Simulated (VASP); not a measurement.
# Ga2AgAs2 in VASP: single point with PBE+D3(BJ)

Aim: the single point of Ga2AgAs2 with PBE+D3(BJ).

Everything below comes from runs of VASP 6.6.1. Logs are shortened: lines on timing, memory, paths and dates and some standing lists are left out, and cuts for length are marked.

**1. The cell of the first run**

The cell holds a slab with vacuum, 5 atoms: a = 4.014 Å, b = 4.014 Å, c = 21.670 Å, α = 90.00°, β = 90.00°, γ = 90.00°.

**2. Single point, PBE+D3(BJ), collinear spin**

Contents of INCAR:

```
SYSTEM = Ga2AgAs2
ALGO = Normal
DIPOL = 0.5 0.5 0.329
EDIFF = 1E-7
ENCUT = 520
GGA = PE
IDIPOL = 3
ISIF = 2
ISMEAR = 0
ISPIN = 2
IVDW = 12
LASPH = .TRUE.
LCHARG = .FALSE.
LDIPOL = .TRUE.
LMAXMIX = 4
LORBIT = 11
LREAL = .FALSE.
LWAVE = .FALSE.
MAGMOM = 0 0 0 0 1
NBANDS = 36
NELM = 150
PREC = Accurate
SIGMA = 0.05
```

Contents of KPOINTS:

```
k-points
0
G
  7 7 1
  0 0 0
```

Contents of POSCAR:

```
Ga2AgAs2
1.0
    4.0137031117      0.0000000000      0.0000000000
    0.0000000000      4.0137031117      0.0000000000
    0.0000000000      0.0000000000     21.6700524369
As Ga Ag
2 2 1
Direct
    0.0000000000      0.5000000000      0.1845865400
    0.5000000000      0.0000000000      0.3212717630
    0.5000000000      0.5000000000      0.2500713074
    0.0000000000      0.0000000000      0.3862497546
    0.0000000000      0.5000000000      0.5016163421
```

Potentials or basis: VASP PAW PBE potentials, release 64 (As, Ga_d, Ag).

Launch:

```
$ cat potpaw_PBE.64/As/POTCAR potpaw_PBE.64/Ga_d/POTCAR potpaw_PBE.64/Ag/POTCAR > POTCAR
$ mpirun -np 1 vasp_std > vasp.out
```

OUTCAR:

```text
SYSTEM = Ga2AgAs2
   EDIFF = 1E-7
   ENCUT = 520
   GGA = PE
   ISIF = 2
   ISMEAR = 0
   ISPIN = 2
   IVDW = 12
   LASPH = .TRUE.
   LORBIT = 11
   LREAL = .FALSE.
   NELM = 150
   PREC = Accurate
 IVDW          = 12

 ion  position               nearest neighbor table
   1  0.000  0.500  0.185-   3 2.46   3 2.46
   2  0.500  0.000  0.321-   4 2.45   4 2.45   3 2.53   3 2.53
   3  0.500  0.500  0.250-   1 2.46   1 2.46   2 2.53   2 2.53
   4  0.000  0.000  0.386-   2 2.45   2 2.45   5 3.21   5 3.21
   5  0.000  0.500  0.502-   4 3.21   4 3.21

  LATTYP: Found a simple tetragonal cell.
 ALAT       =     4.0137031117
 C/A-ratio  =     5.3990172750

  Lattice vectors:

 A1 = (   4.0137031117,   0.0000000000,   0.0000000000)
 A2 = (   0.0000000000,   4.0137031117,   0.0000000000)
 A3 = (   0.0000000000,   0.0000000000,  21.6700524369)

Analysis of symmetry for initial positions (statically):
=====================================================================
 Subroutine PRICEL returns:
 Original cell was already a primitive cell.

 Routine SETGRP: Setting up the symmetry group for a
 simple tetragonal supercell.

 Subroutine GETGRP returns: Found  4 space group operations
 (whereof  4 operations were pure point group operations)
 out of a pool of 16 trial point group operations.

The static configuration has the point symmetry C_2v.

Analysis of symmetry for dynamics (positions and initial velocities):
=====================================================================
 Subroutine PRICEL returns:
 Original cell was already a primitive cell.

 Routine SETGRP: Setting up the symmetry group for a
 simple tetragonal supercell.

 Subroutine GETGRP returns: Found  4 space group operations
 (whereof  4 operations were pure point group operations)
 out of a pool of 16 trial point group operations.

The dynamic configuration has the point symmetry C_2v.

Analysis of structural, dynamic, and magnetic symmetry:
=====================================================================
 Subroutine PRICEL returns:
 Original cell was already a primitive cell.

 Routine SETGRP: Setting up the symmetry group for a
 simple tetragonal supercell.

 Subroutine GETGRP returns: Found  4 space group operations
 (whereof  4 operations were pure point group operations)
 out of a pool of 16 trial point group operations.

The overall configuration has the point symmetry C_2v.

 Subroutine INISYM returns: Found  4 space group operations
 (whereof  4 operations are pure point group operations),
 and found     1 'primitive' translations

----------------------------------------------------------------------------------------

                                     Primitive cell

  volume of cell :     349.1005

  direct lattice vectors                    reciprocal lattice vectors
     4.013703112  0.000000000  0.000000000     0.249146479  0.000000000  0.000000000
     0.000000000  4.013703112  0.000000000     0.000000000  0.249146479  0.000000000
     0.000000000  0.000000000 21.670052437     0.000000000  0.000000000  0.046146635

  length of vectors
     4.013703112  4.013703112 21.670052437     0.249146479  0.249146479  0.046146635

  position of ions in fractional coordinates (direct lattice)
     0.000000000  0.500000000  0.184586540
     0.500000000  0.000000000  0.321271763
     0.500000000  0.500000000  0.250071307
     0.000000000  0.000000000  0.386249755
     0.000000000  0.500000000  0.501616342

  ion indices of the primitive-cell ions
   primitive index   ion index
                 1           1
                 2           2
                 3           3
                 4           4
                 5           5

----------------------------------------------------------------------------------------

 KPOINTS: k-points

Automatic generation of k-mesh.
 Grid dimensions read from file:
 generate k-points for:    7    7    1

 Generating k-lattice:
[... 33 lines left out ...]
 -0.285714  0.428571  0.000000      4.000000
  0.428571  0.428571  0.000000      4.000000
   k-points           NKPTS =     16   k-points in BZ     NKDIM =     16   number of bands    NBANDS=     36
   number of dos      NEDOS =    301   number of ions     NIONS =      5
   total plane-waves  NPLWV = 145800
   dimension x,y,z NGX =    30 NGY =   30 NGZ =  162
   dimension x,y,z NGXF=    60 NGYF=   60 NGZF=  324
   ions per type =               2   2   1
   NGX,Y,Z   is equivalent  to a cutoff of  12.43, 12.43, 12.43 a.u.
   NGXF,Y,Z  is equivalent  to a cutoff of  24.85, 24.85, 24.86 a.u.
 SYSTEM =  Ga2AgAs2
   PREC   = accura    normal or accurate (medium, high low for compatibility)
   ISTART =      0    job   : 0-new  1-cont  2-samecut
   ICHARG =      2    charge: 1-file 2-atom 10-const
   ISPIN  =      2    spin polarized calculation?
   LNONCOLLINEAR =      F non collinear calculations
   LSORBIT =      F    spin-orbit coupling
   LASPH  =      T    aspherical Exc in radial PAW
   ENCUT  =  520.0 eV  38.22 Ry    6.18 a.u.   7.46  7.46 40.29*2*pi/ulx,y,z
   NELM   =    150;   NELMIN=  2; NELMDL= -5     # of ELM steps
   EDIFF  = 0.1E-06   stopping-criterion for ELM
   LREAL  =      F    real-space projection
   EDIFFG = 0.1E-05   stopping-criterion for IOM
   NSW    =      0    number of steps for IOM
   IBRION =     -1    ionic relax: 0-MD 1-quasi-New 2-CG
   NFREE  =      0    steps in history (QN), initial steepest desc. (CG)
   ISIF   =      2    stress and relaxation
   ISYM   =      2    0-nonsym 1-usesym 2-fastsym
   POTIM  = 0.5000    time-step for ionic-motion
   TEBEG  =    0.0;   TEEND  =   0.0 temperature during run
   PSTRESS=    0.0 pullay stress
   NELECT =      47.0000    total number of electrons
   NUPDOWN=      -1.0000    fix difference up-down
   EMIN   =  10.00;   EMAX   =-10.00  energy-range for DOS
   EFERMI =   0.00;   METHOD = LEGACY
   ISMEAR =     0;   SIGMA  =   0.05  broadening in eV -4-tet -1-fermi 0-gaus
   EFERMI_NEDOS =   21; number of points for ismear=-14 and -15
   IALGO  =     38    algorithm
   IMIX   =      4    mixing-type and parameters
     AMIX     =   0.40;   BMIX     =  1.00
     AMIX_MAG =   1.60;   BMIX_MAG =  1.00
  volume/ion in A,a.u.               =      69.82       471.17
  Fermi-wavevector in a.u.,A,eV,Ry     =   0.839055  1.585585  9.578691  0.704014
  Thomas-Fermi vector in A             =   1.953211
   LORBIT       =     11    0 simple, 1 ext, 2 COOP (PROOUT), +10 PAW based schemes
   GGA     = PE    functional components
   LHFCALC =     F    Hartree Fock is set to
   AEXX    =    0.0000 exact exchange contribution
   IVDW    =    12    specifies the selected vdW correction
   LEPSILON=     F    determine dielectric tensor
   LRPA    =     F    only Hartree local field effects (RPA)
 spin polarized calculation
 Gauss-broadening in eV      SIGMA  =   0.05
  energy-cutoff  :      520.00
  volume of cell :      349.10
 maximum number of plane-waves:      9449
 NGX is ok and might be reduce to    30
   NGX = 15   NGY = 15   NGZ = 81

 dipolmoment           0.000000      0.000000      0.000012 electrons x Angstroem

 number of electron      47.0000003 magnetization       0.1428040

 dipolmoment           0.000000      0.000000     -0.143821 electrons x Angstroem

 Free energy of the ion-electron system (eV)
  ---------------------------------------------------
  ext. energy  EPLUGINS =         0.00000000
  ---------------------------------------------------
  free energy    TOTEN  =       -15.74588796 eV

  energy without entropy =      -15.74404708  energy(sigma->0) =      -15.74496752

 E-fermi :  -2.1016     XC(G=0):  -4.1899

 val. band max:       -2.1448051759   @ k =  -0.1429   0.2857   0.0000
 cond. band min:      -2.0849193298   @ k =   0.2857   0.2857   0.0000
 fundamental gap:      0.0598858461
 Fermi energy:        -2.1016039949

 spin component 1

 k-point     1 :       0.0000    0.0000    0.0000
  band No.  band energies     occupation
      1     -16.8510      1.00000
      2     -16.7746      1.00000
      3     -16.7468      1.00000
      4     -16.7422      1.00000
      5     -16.7167      1.00000
      6     -16.3293      1.00000
[... 597 lines left out ...]
     34       4.9060      0.00000
     35       4.9951      0.00000
 Fermi energy:        -2.1016039949

 spin component 2

 k-point     1 :       0.0000    0.0000    0.0000
  band No.  band energies     occupation
      1     -16.8509      1.00000
      2     -16.7747      1.00000
      3     -16.7468      1.00000
      4     -16.7417      1.00000
      5     -16.7161      1.00000
      6     -16.3294      1.00000
[... 597 lines left out ...]
     34       4.9142      0.00000
     35       5.0171      0.00000
 [bands above 35 left out]

------------------------ aborting loop because EDIFF is reached ----------------------------------------

 vacuum level on the upper side and lower side of the slab       (xc-potential included)        -0.791         0.785

 Edisp (eV)   -1.04248

 E8    (eV) :    -0.4802

  FORCE on cell =-STRESS in cart. coord.  units (eV):
  Direction    XX          YY          ZZ          XY          YZ          ZX
  --------------------------------------------------------------------------------------
  -------------------------------------------------------------------------------------
  Total      -1.53537    -4.70374    -2.95784     0.00000     0.00000     0.00000
  in kB      -7.04649   -21.58754   -13.57483     0.00000     0.00000     0.00000
  external pressure =      -14.07 kB  Pullay stress =        0.00 kB

 VOLUME and BASIS-vectors are now :
 -----------------------------------------------------------------------------
  energy-cutoff  :      520.00
  volume of cell :      349.10
      direct lattice vectors                 reciprocal lattice vectors
     4.013703112  0.000000000  0.000000000     0.249146479  0.000000000  0.000000000
     0.000000000  4.013703112  0.000000000     0.000000000  0.249146479  0.000000000
     0.000000000  0.000000000 21.670052437     0.000000000  0.000000000  0.046146635

 POSITION                                       TOTAL-FORCE (eV/Angst)
 -----------------------------------------------------------------------------------
      0.00000      2.00685      4.00000         0.000000      0.000000      0.121076
      2.00685      0.00000      6.96198         0.000000      0.000000      0.070130
      2.00685      2.00685      5.41906         0.000000      0.000000      0.020563
      0.00000      0.00000      8.37005         0.000000      0.000000      0.691092
      0.00000      2.00685     10.87005         0.000000      0.000000     -0.902860
 -----------------------------------------------------------------------------------
    total drift:                                0.000000      0.000000      0.000511

  FREE ENERGIE OF THE ION-ELECTRON SYSTEM (eV)
  ---------------------------------------------------
  free  energy   TOTEN  =       -16.7883693285 eV

  energy  without entropy=      -16.7865284525  energy(sigma->0) =      -16.78744889

 vacuum level on the upper side and lower side of the slab         2.080         3.667

 total charge

# of ion       s       p       d       tot
------------------------------------------
    1        1.289   1.355   0.018   2.661
    2        1.236   1.524   0.030   2.790
    3        0.904   0.744   9.981  11.629
    4        0.975   0.559   9.954  11.488
    5        0.377   0.033   9.272   9.682
--------------------------------------------------
tot          4.781   4.215  29.254  38.250

 magnetization (x)

# of ion       s       p       d       tot
------------------------------------------
    1        0.002   0.055   0.000   0.057
    2        0.000   0.003   0.000   0.003
    3       -0.002  -0.002   0.001  -0.003
    4       -0.001   0.002   0.000   0.001
    5        0.001   0.000  -0.000   0.001
--------------------------------------------------
tot          0.000   0.057   0.002   0.059
```

Wall time 16 min (1 thread of Intel Xeon 8259CL, shared host); peak memory 0.69 GiB.

What came out:

- Free energy: -16.7884 eV
- Largest force: 0.903 eV/Å
- Net moment: 0.14 μB per cell
- Site moments: As +0.06, +0.00; Ga -0.00, +0.00; Ag +0.00 μB
- Valence electrons inside the program's atomic spheres: As 2.66, 2.79; Ga 11.63, 11.49; Ag 9.68
- Dispersion energy per atom: -0.208 eV

Forces on the atoms (eV/Å):
```
As   0.000  0.000  0.121
As   0.000  0.000  0.070
Ga   0.000  0.000  0.021
Ga   0.000  0.000  0.691
Ag   0.000  0.000 -0.903
```

Levels at points of the mesh, in eV from the Fermi level:
Spin up:
```
           k point  band 20  band 21  band 22  band 23  band 24  band 25  band 26  band 27
(0.00, 0.00, 0.00)    -1.59    -1.28    -0.92    -0.25     0.91     0.94     2.33     2.63
```
Spin down:
```csv
k point,band 20,band 21,band 22,band 23,band 24,band 25,band 26,band 27
"(0.00, 0.00, 0.00)",-1.58,-1.27,-0.91,-0.21,0.96,1.07,2.34,2.65
```
